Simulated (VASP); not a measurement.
## TiO2: single point with PBE

Crystal: TiO2.

```
Ti O
1.0
    -3.79922    0.00000    0.00000
     0.00000   -3.79922    0.00000
    -1.89961    0.00000    9.69690
Ti O
4 8
Direct
  0.68750 0.00000 0.62500
  0.43750 0.50000 0.12500
  0.31250 0.00000 0.37500
  0.56250 0.50000 0.87500
  0.58425 0.00000 0.83151
  0.33425 0.50000 0.33151
  0.20925 0.00000 0.58151
  0.95925 0.50000 0.08151
  0.41575 0.00000 0.16849
  0.66575 0.50000 0.66849
  0.79075 0.00000 0.41849
  0.04075 0.50000 0.91849
```

* Program: VASP 6.6.1
* Task: single point
* Functional: PBE
* Potentials or basis: VASP PAW PBE potentials, release 64 (Ti_sv, O)
* Cutoff: 520 eV
* k mesh: 7 × 7 × 3
* Occupations: gaussian, width 0.05 eV
* Spin: no spin polarisation
* Dipole correction: no
* Further INCAR settings: ALGO = Normal; EDIFF = 1e-07; NBANDS = 60; ISYM = 0

```yaml
Pressure: 7.5 GPa
Largest_force: 4.853 eV/Å
Band_gap_on_the_k_mesh: zero (band 48 reaches 5.90 eV, above the bottom of band 49 at 5.38 eV)
```

Forces on the atoms (eV/Å):
```
Ti   0.000  0.000 -0.128
Ti  -0.001  0.000  4.853
Ti   0.000  0.000  0.128
Ti   0.001  0.000 -4.853
O    0.000  0.000  0.597
O    0.000  0.000  0.272
O    0.001  0.000  0.101
O    0.000  0.000  2.743
O    0.000  0.000 -0.597
O    0.000  0.000 -0.272
O   -0.001  0.000 -0.101
O    0.000  0.000 -2.743
```

Stress tensor (GPa, compression positive):
```
 0.36  0.00  0.00
 0.00  2.02  0.00
 0.00  0.00 20.10
```

Levels at points of the mesh, in eV from the Fermi level:
| k point | band 45 | band 46 | band 47 | band 48 | band 49 | band 50 | band 51 | band 52 |
| --- | --- | --- | --- | --- | --- | --- | --- | --- |
| (0.00, 0.00, 0.00) | -2.60 | -2.51 | -2.30 | 0.06 | 0.17 | 0.21 | 0.29 | 0.53 |

Run time: 15 min on 1 thread of Intel(R) Xeon(R) Platinum 8259CL CPU @ 2.50GHz (Skylake/Cascade Lake), on a shared host, peak memory 0.54 GiB.

Caveat: semilocal functionals often make such compounds metallic where correlation or magnetic order opens a gap, which also shifts bond lengths; forces of over 1 eV/Å act on the atoms, so gaps and moduli don't describe the material at rest.
